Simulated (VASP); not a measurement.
Write the native input for VASP 6.6.1 that does the following.

| Item | Value |
| --- | --- |
| Task | single point |
| Functional | PBE |
| Potentials or basis | VASP PAW PBE potentials, release 64 (Ba_sv, S) |
| Cutoff | 500 eV |
| k mesh | 4 × 4 × 4 |
| Occupations | fermi-dirac, width 0.03 eV |
| Spin | no spin polarisation |
| Dipole correction | no |
| Further INCAR settings | ALGO = Normal; EDIFF = 1e-06; NBANDS = 15 |

The structure of BaS lies in POSCAR:

```
BaS
1.0
    0.0000000000      3.1937500000      3.1937500000
    3.1937500000      0.0000000000      3.1937500000
    3.1937500000      3.1937500000      0.0000000000
Ba S
1 1
Direct
    0.0000000000      0.0000000000      0.0000000000
    0.5000000000      0.5000000000      0.5000000000
```

These files were run (other wordings do the same):

INCAR

```
ALGO = Normal
EDIFF = 1E-6
ENCUT = 500
GGA = PE
GGA_COMPAT = False
ISIF = 2
ISMEAR = -1
LASPH = True
LCHARG = True
LELF = True
LREAL = False
LVHAR = True
LWAVE = False
NBANDS = 15
NELM = 120
PREC = Accurate
SIGMA = 0.03
```

KPOINTS

```
k-points
0
Gamma
  4 4 4
```

Potentials or basis: VASP PAW PBE potentials, release 64 (Ba_sv, S).

Launch:

```bash
$ cat potpaw_PBE.64/Ba_sv/POTCAR potpaw_PBE.64/S/POTCAR > POTCAR
$ mpirun -np 1 vasp_std > vasp.out
```

It gave:

The pressure is 1.5 GPa and the band gap on the k mesh is 2.10 eV, indirect (least direct gap 2.24 eV).

Caveat: the k points lie up to 0.43 Å⁻¹ apart; spin-orbit coupling is left out, which moves the levels of the heavy elements.

It took 17 s on 1 thread of Intel Xeon 8259CL, on a shared host, peak memory 0.2 GiB.
